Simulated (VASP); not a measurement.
# K in VASP: single point with PBEsol

Aim: the single point of K with PBEsol.

Everything below comes from runs of VASP 6.6.1. Logs are shortened: lines on timing, memory, paths and dates and some standing lists are left out, and cuts for length are marked.

## Step 1: The cell of the first run

The cell holds a sublattice, 2 atoms: a = 7.932 Å, b = 7.932 Å, c = 7.932 Å, α = 60.00°, β = 60.00°, γ = 60.00°.

## Step 2: Single point, PBEsol

Input file INCAR:

```
SYSTEM = K
PREC     = Accurate       ! precision mode
ENCUT    = 400            ! plane-wave cutoff, eV
EDIFF    = 1E-6           ! SCF threshold, eV
ISMEAR   = 0              ! smearing method
SIGMA    = 0.1            ! smearing width, eV
LREAL    = .FALSE.        ! projectors in reciprocal space
LASPH    = .TRUE.         ! aspherical terms in the spheres
NELM     = 120            ! most SCF steps
ALGO     = Normal         ! electronic algorithm
ISIF     = 2              ! what is computed and relaxed
LWAVE    = .FALSE.        ! write WAVECAR
LCHARG   = .FALSE.        ! write CHGCAR
GGA      = PS             ! functional
NBANDS   = 16             ! bands
GGA_COMPAT= .FALSE.
```

Input file KPOINTS:

```
regular mesh
0
G
  4 4 4
  0 0 0
```

Input file POSCAR:

```
K
1.0
    0.0000000000      5.6088210000      5.6088210000
    5.6088210000      0.0000000000      5.6088210000
    5.6088210000      5.6088210000      0.0000000000
K
2
Direct
    0.7500000000      0.7500000000      0.7500000000
    0.2500000000      0.2500000000      0.2500000000
```

Potentials or basis: VASP PAW PBE potentials, release 64 (K_sv).

The run is started by

```
$ cat potpaw_PBE.64/K_sv/POTCAR > POTCAR
$ mpirun -np 1 vasp_std > vasp.out
```

OUTCAR:

```text
SYSTEM = K
   PREC = Accurate
   ENCUT = 400
   EDIFF = 1E-6
   ISMEAR = 0
   LREAL = .FALSE.
   LASPH = .TRUE.
   NELM = 120
   ISIF = 2
   GGA = PS

 ion  position               nearest neighbor table
   1  0.750  0.750  0.750-
   2  0.250  0.250  0.250-

  LATTYP: Found a face centered cubic cell.
 ALAT       =    11.2176420000

  Lattice vectors:

 A1 = (   0.0000000000,   5.6088210000,   5.6088210000)
 A2 = (   5.6088210000,   0.0000000000,   5.6088210000)
 A3 = (   5.6088210000,   5.6088210000,   0.0000000000)

Analysis of symmetry for initial positions (statically):
=====================================================================
 Subroutine PRICEL returns following result:

  LATTYP: Found a simple cubic cell.
 ALAT       =     5.6088210000

  Lattice vectors:

 A1 = (  -5.6088210000,   0.0000000000,   0.0000000000)
 A2 = (   0.0000000000,   0.0000000000,   5.6088210000)
 A3 = (   0.0000000000,   5.6088210000,   0.0000000000)

   2 primitive cells build up your supercell.

 Routine SETGRP: Setting up the symmetry group for a
 face centered cubic supercell.

 Subroutine GETGRP returns: Found 48 space group operations
 (whereof 48 operations were pure point group operations)
 out of a pool of 48 trial point group operations.

The static configuration has the point symmetry O_h .

Analysis of symmetry for dynamics (positions and initial velocities):
=====================================================================
 Subroutine PRICEL returns following result:

  LATTYP: Found a simple cubic cell.
 ALAT       =     5.6088210000

  Lattice vectors:

 A1 = (  -5.6088210000,   0.0000000000,   0.0000000000)
 A2 = (   0.0000000000,   0.0000000000,   5.6088210000)
 A3 = (   0.0000000000,   5.6088210000,   0.0000000000)

   2 primitive cells build up your supercell.

 Routine SETGRP: Setting up the symmetry group for a
 face centered cubic supercell.

 Subroutine GETGRP returns: Found 48 space group operations
 (whereof 48 operations were pure point group operations)
 out of a pool of 48 trial point group operations.

The dynamic configuration has the point symmetry O_h .

 Subroutine INISYM returns: Found 48 space group operations
 (whereof 48 operations are pure point group operations),
 and found     2 'primitive' translations

----------------------------------------------------------------------------------------

                                     Primitive cell

  volume of cell :     176.4472

  direct lattice vectors                    reciprocal lattice vectors
    -5.608821000  0.000000000  0.000000000    -0.178290589  0.000000000  0.000000000
     0.000000000  0.000000000  5.608821000     0.000000000  0.000000000  0.178290589
     0.000000000  5.608821000  0.000000000     0.000000000  0.178290589  0.000000000

  length of vectors
     5.608821000  5.608821000  5.608821000     0.178290589  0.178290589  0.178290589

  position of ions in fractional coordinates (direct lattice)
     0.500000000  0.500000000  0.500000000

  ion indices of the primitive-cell ions
   primitive index   ion index
                 1           1

----------------------------------------------------------------------------------------

 KPOINTS: regular mesh

Automatic generation of k-mesh.
 Grid dimensions read from file:
 generate k-points for:    4    4    4

 Generating k-lattice:

  Cartesian coordinates                     Fractional coordinates (reciprocal lattice)
    -0.022286324  0.022286324  0.022286324     0.250000000  0.000000000  0.000000000
     0.022286324 -0.022286324  0.022286324     0.000000000  0.250000000  0.000000000
     0.022286324  0.022286324 -0.022286324     0.000000000  0.000000000  0.250000000

  Length of vectors
     0.038601045  0.038601045  0.038601045

  Shift w.r.t. Gamma in fractional coordinates (k-lattice)
     0.000000000  0.000000000  0.000000000

 Subroutine IBZKPT returns following result:
 ===========================================

 Found      8 irreducible k-points:

 Following reciprocal coordinates:
            Coordinates               Weight
  0.000000  0.000000  0.000000      1.000000
  0.250000  0.000000  0.000000      8.000000
  0.500000  0.000000  0.000000      4.000000
  0.250000  0.250000  0.000000      6.000000
  0.500000  0.250000  0.000000     24.000000
 -0.250000  0.250000  0.000000     12.000000
  0.500000  0.500000  0.000000      3.000000
 -0.250000  0.500000  0.250000      6.000000
   k-points           NKPTS =      8   k-points in BZ     NKDIM =      8   number of bands    NBANDS=     16
   number of dos      NEDOS =    301   number of ions     NIONS =      2
   total plane-waves  NPLWV = 157464
   dimension x,y,z NGX =    54 NGY =   54 NGZ =   54
   dimension x,y,z NGXF=   108 NGYF=  108 NGZF=  108
   ions per type =               2
   NGX,Y,Z   is equivalent  to a cutoff of  11.32, 11.32, 11.32 a.u.
   NGXF,Y,Z  is equivalent  to a cutoff of  22.64, 22.64, 22.64 a.u.
 SYSTEM =  K
   PREC   = accura    normal or accurate (medium, high low for compatibility)
   ISTART =      0    job   : 0-new  1-cont  2-samecut
   ICHARG =      2    charge: 1-file 2-atom 10-const
   ISPIN  =      1    spin polarized calculation?
   LNONCOLLINEAR =      F non collinear calculations
   LSORBIT =      F    spin-orbit coupling
   LASPH  =      T    aspherical Exc in radial PAW
   ENCUT  =  400.0 eV  29.40 Ry    5.42 a.u.  12.94 12.94 12.94*2*pi/ulx,y,z
   NELM   =    120;   NELMIN=  2; NELMDL= -5     # of ELM steps
   EDIFF  = 0.1E-05   stopping-criterion for ELM
   LREAL  =      F    real-space projection
   EDIFFG = 0.1E-04   stopping-criterion for IOM
   NSW    =      0    number of steps for IOM
   IBRION =     -1    ionic relax: 0-MD 1-quasi-New 2-CG
   NFREE  =      0    steps in history (QN), initial steepest desc. (CG)
   ISIF   =      2    stress and relaxation
   ISYM   =      2    0-nonsym 1-usesym 2-fastsym
   POTIM  = 0.5000    time-step for ionic-motion
   TEBEG  =    0.0;   TEEND  =   0.0 temperature during run
   PSTRESS=    0.0 pullay stress
   NELECT =      18.0000    total number of electrons
   NUPDOWN=      -1.0000    fix difference up-down
   EMIN   =  10.00;   EMAX   =-10.00  energy-range for DOS
   EFERMI =   0.00;   METHOD = LEGACY
   ISMEAR =     0;   SIGMA  =   0.10  broadening in eV -4-tet -1-fermi 0-gaus
   EFERMI_NEDOS =   21; number of points for ismear=-14 and -15
   IALGO  =     38    algorithm
   IMIX   =      4    mixing-type and parameters
     AMIX     =   0.40;   BMIX     =  1.00
     AMIX_MAG =   1.60;   BMIX_MAG =  1.00
  volume/ion in A,a.u.               =     176.45      1190.72
  Fermi-wavevector in a.u.,A,eV,Ry     =   0.607133  1.147316  5.015256  0.368611
  Thomas-Fermi vector in A             =   1.661483
   LORBIT       =      0    0 simple, 1 ext, 2 COOP (PROOUT), +10 PAW based schemes
   GGA     = PS    functional components
   LHFCALC =     F    Hartree Fock is set to
   AEXX    =    0.0000 exact exchange contribution
   IVDW    =     0    specifies the selected vdW correction
   LEPSILON=     F    determine dielectric tensor
   LRPA    =     F    only Hartree local field effects (RPA)
 non-spin polarized calculation
 Gauss-broadening in eV      SIGMA  =   0.10
  energy-cutoff  :      400.00
  volume of cell :      352.89
 maximum number of plane-waves:      6434
 NGX is ok and might be reduce to    54
   NGX = 25   NGY = 25   NGZ = 25

 number of electron      18.0000005 magnetization

 Free energy of the ion-electron system (eV)
  ---------------------------------------------------
  ext. energy  EPLUGINS =         0.00000000
  ---------------------------------------------------
  free energy    TOTEN  =        -1.46823453 eV

  energy without entropy =       -1.46088586  energy(sigma->0) =       -1.46456019

 E-fermi :  -1.2534     XC(G=0):  -3.9138

 val. band max:       -1.5094998663   @ k =   0.5000   0.5000   0.0000
 cond. band min:      -1.1805642356   @ k =  -0.2500   0.5000   0.2500
 fundamental gap:      0.3289356307
 Fermi energy:        -1.2534460345

 k-point     1 :       0.0000    0.0000    0.0000
  band No.  band energies     occupation
      1     -34.0952      2.00000
      2     -34.0950      2.00000
      3     -17.6183      2.00000
      4     -17.6183      2.00000
      5     -17.6183      2.00000
      6     -17.6149      2.00000
      7     -17.6149      2.00000
      8     -17.6149      2.00000
      9      -2.5229      2.00000
     10       0.7858      0.00000
     11       0.7858      0.00000
     12       0.7858      0.00000
     13       0.8983      0.00000
     14       0.8983      0.00000
     15       0.8983      0.00000
     16       1.1716      0.00000

 k-point     2 :       0.2500    0.0000    0.0000
  band No.  band energies     occupation
      1     -34.0952      2.00000
      2     -34.0950      2.00000
      3     -17.6178      2.00000
      4     -17.6178      2.00000
      5     -17.6178      2.00000
      6     -17.6154      2.00000
      7     -17.6154      2.00000
      8     -17.6154      2.00000
      9      -2.2878      2.00000
     10      -0.4807      0.00000
     11       0.5557      0.00000
     12       0.5557      0.00000
     13       0.8145      0.00000
     14       0.8857      0.00000
     15       0.8857      0.00000
     16       1.4146      0.00000

 k-point     3 :       0.5000    0.0000    0.0000
  band No.  band energies     occupation
      1     -34.0951      2.00000
      2     -34.0951      2.00000
      3     -17.6167      2.00000
      4     -17.6167      2.00000
      5     -17.6166      2.00000
      6     -17.6166      2.00000
      7     -17.6166      2.00000
      8     -17.6166      2.00000
      9      -1.5937      2.00000
     10      -1.5937      2.00000
     11       0.5841      0.00000
     12       0.5841      0.00000
     13       0.5841      0.00000
     14       0.5841      0.00000
     15       0.9581      0.00000
     16       0.9581      0.00000

 k-point     4 :       0.2500    0.2500    0.0000
  band No.  band energies     occupation
      1     -34.0952      2.00000
      2     -34.0951      2.00000
      3     -17.6185      2.00000
      4     -17.6185      2.00000
      5     -17.6170      2.00000
      6     -17.6163      2.00000
      7     -17.6147      2.00000
      8     -17.6147      2.00000
      9      -2.2130      2.00000
     10      -0.0161      0.00000
     11       0.1548      0.00000
     12       0.1663      0.00000
     13       0.1663      0.00000
     14       0.3366      0.00000
     15       1.3417      0.00000
     16       1.8569      0.00000

 k-point     5 :       0.5000    0.2500    0.0000
  band No.  band energies     occupation
      1     -34.0951      2.00000
      2     -34.0951      2.00000
      3     -17.6183      2.00000
      4     -17.6181      2.00000
      5     -17.6181      2.00000
      6     -17.6152      2.00000
      7     -17.6152      2.00000
      8     -17.6150      2.00000
      9      -1.6875      2.00000
     10      -1.0818      0.01523
     11      -0.4259      0.00000
     12       0.1023      0.00000
     13       0.1156      0.00000
     14       1.1067      0.00000
     15       1.2583      0.00000
     16       1.8396      0.00000

 k-point     6 :      -0.2500    0.2500    0.0000
  band No.  band energies     occupation
      1     -34.0952      2.00000
      2     -34.0951      2.00000
      3     -17.6187      2.00000
      4     -17.6168      2.00000
      5     -17.6168      2.00000
      6     -17.6165      2.00000
      7     -17.6165      2.00000
      8     -17.6146      2.00000
      9      -1.9030      2.00000
     10      -0.8518      0.00000
     11      -0.5069      0.00000
     12       0.3606      0.00000
     13       0.4793      0.00000
     14       1.1582      0.00000
     15       1.3020      0.00000
     16       1.6213      0.00000

 k-point     7 :       0.5000    0.5000    0.0000
  band No.  band energies     occupation
      1     -34.0952      2.00000
      2     -34.0951      2.00000
      3     -17.6190      2.00000
      4     -17.6187      2.00000
      5     -17.6187      2.00000
      6     -17.6146      2.00000
      7     -17.6146      2.00000
      8     -17.6143      2.00000
      9      -1.5095      1.99971
     10      -1.0216      0.00104
     11      -0.3946      0.00000
     12      -0.0636      0.00000
     13      -0.0636      0.00000
     14       0.0845      0.00000
     15       1.5680      0.00000
     16       2.2907      0.00000

 k-point     8 :      -0.2500    0.5000    0.2500
  band No.  band energies     occupation
      1     -34.0951      2.00000
      2     -34.0951      2.00000
      3     -17.6188      2.00000
      4     -17.6188      2.00000
      5     -17.6166      2.00000
      6     -17.6166      2.00000
      7     -17.6144      2.00000
      8     -17.6144      2.00000
      9      -1.1806      0.30268
     10      -1.1806      0.30268
     11      -0.7625      0.00000
     12      -0.7625      0.00000
     13       1.0492      0.00000
     14       1.0492      0.00000
     15       1.2317      0.00000
     16       1.2317      0.00000

------------------------ aborting loop because EDIFF is reached ----------------------------------------

  FORCE on cell =-STRESS in cart. coord.  units (eV):
  Direction    XX          YY          ZZ          XY          YZ          ZX
  --------------------------------------------------------------------------------------
  -------------------------------------------------------------------------------------
  Total       -1.1399232     -1.1399232     -1.1399232     -0.0000000     -0.0000000      0.0000000
  in kB       -5.1753704     -5.1753704     -5.1753704     -0.0000000     -0.0000000      0.0000000
  external PRESSURE =      -5.1753704 kB  Pullay stress =       0.0000000 kB

 VOLUME and BASIS-vectors are now :
 -----------------------------------------------------------------------------
  energy-cutoff  :      400.00
  volume of cell :      352.89
      direct lattice vectors                 reciprocal lattice vectors
     0.000000000  5.608821000  5.608821000    -0.089145295  0.089145295  0.089145295
     5.608821000  0.000000000  5.608821000     0.089145295 -0.089145295  0.089145295
     5.608821000  5.608821000  0.000000000     0.089145295  0.089145295 -0.089145295

 POSITION                                       TOTAL-FORCE (eV/Angst)
 -----------------------------------------------------------------------------------
      8.41323      8.41323      8.41323        -0.000000     -0.000000      0.000000
      2.80441      2.80441      2.80441         0.000000      0.000000     -0.000000
 -----------------------------------------------------------------------------------
    total drift:                                0.000000      0.000000      0.000000

  FREE ENERGIE OF THE ION-ELECTRON SYSTEM (eV)
  ---------------------------------------------------
  free  energy   TOTEN  =        -1.4682345347 eV

  energy  without entropy=       -1.4608858553  energy(sigma->0) =       -1.46456019
```

Run time: 1.7 min. Hardware: 1 thread of Intel Xeon 8259CL, shared host; peak memory 0.34 GiB.

Results:

| Item | Value |
| --- | --- |
| Free energy | -1.4682 eV |
| Pressure | -0.5 GPa |
| Band gap on the k mesh | zero (band 9 reaches -1.18 eV, above the bottom of band 10 at -1.59 eV) |

Caveat: the PAW data sets were made with another functional, which shifts forces and pressure a little.
